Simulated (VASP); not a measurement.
Crystal: CuO.

```
Cu O
1.0
     0.00000    2.11656    2.11656
     2.11656    0.00000    2.11656
     2.11656    2.11656    0.00000
Cu O
1 1
Direct
  0.02950 0.02810 0.90803
  0.47050 0.47190 0.59197
```

- Program: VASP 6.6.1
- Task: relaxation of cell and atoms
- Functional: PBE
- Dispersion: D3(BJ)
- Potentials or basis: VASP PAW PBE potentials, release 64 (Cu, O)
- Cutoff: 600 eV
- k mesh: 11 × 11 × 11
- Occupations: fermi-dirac, width 0.05 eV
- Spin: no spin polarisation

At the start: pressure 13.8 GPa; volume 9.48 Å³/atom.

Problem. Where does the relaxation end?

Solution. Over 20 steps the energy falls by 213.6 meV/atom and the volume is 9.30 Å³/atom (-1.9 %); space group R3m (No. 160, to 0.1 Å) before, Fm-3m (No. 225, to 0.1 Å).

Step by step:
| step | energy change (eV) | largest force (eV/Å) | pressure (GPa) | volume (Å³) |
| --- | --- | --- | --- | --- |
| 1 | 0.0000 | 1.0182 | 13.77 | 18.96 |
| 2 | -0.0883 | 0.6009 | -11.08 | 21.28 |
| 3 | -0.1060 | 0.7068 | -5.20 | 20.54 |
| 4 | -0.1937 | 0.9111 | -6.70 | 20.20 |
| 5 | -0.3827 | 0.1753 | -5.58 | 19.18 |
| 6 | -0.3842 | 0.0759 | -4.07 | 18.98 |
| 7 | -0.3854 | 0.0286 | -4.85 | 19.06 |
| 8 | -0.3837 | 0.2215 | 10.06 | 17.73 |
| 9 | -0.4020 | 0.0745 | 1.86 | 18.40 |
| 10 | -0.4186 | 0.0639 | 0.87 | 18.49 |
| 11 | -0.4265 | 0.0545 | -0.25 | 18.63 |
| 12 | -0.4270 | 0.0553 | -0.15 | 18.60 |
| 13 | -0.4270 | 0.0552 | -0.11 | 18.61 |
| 14 | -0.4273 | 0.0047 | 0.16 | 18.58 |
| 15 | -0.4273 | 0.0018 | 0.29 | 18.58 |
| 16 | -0.4273 | 0.0028 | 0.29 | 18.58 |
| 17 | -0.4272 | 0.0170 | -0.61 | 18.65 |
| 18 | -0.4273 | 0.0032 | -0.06 | 18.60 |
| 19 | -0.4273 | 0.0050 | -0.10 | 18.60 |
| 20 | -0.4273 | 0.0075 | -0.14 | 18.61 |

Final structure:
```xyz
2
Lattice="0.0003 2.1036 2.1028 2.1042 0.0005 2.1027 2.1036 2.1032 0.0001" Properties=species:S:1:pos:R:3 pbc="T T T"
Cu    4.2073    2.1034    2.1028
O     2.1046    2.1039    2.1028
```

Caveat: an odd number of electrons without spin polarisation forces a metal; a magnetic or distorted state may lie lower.
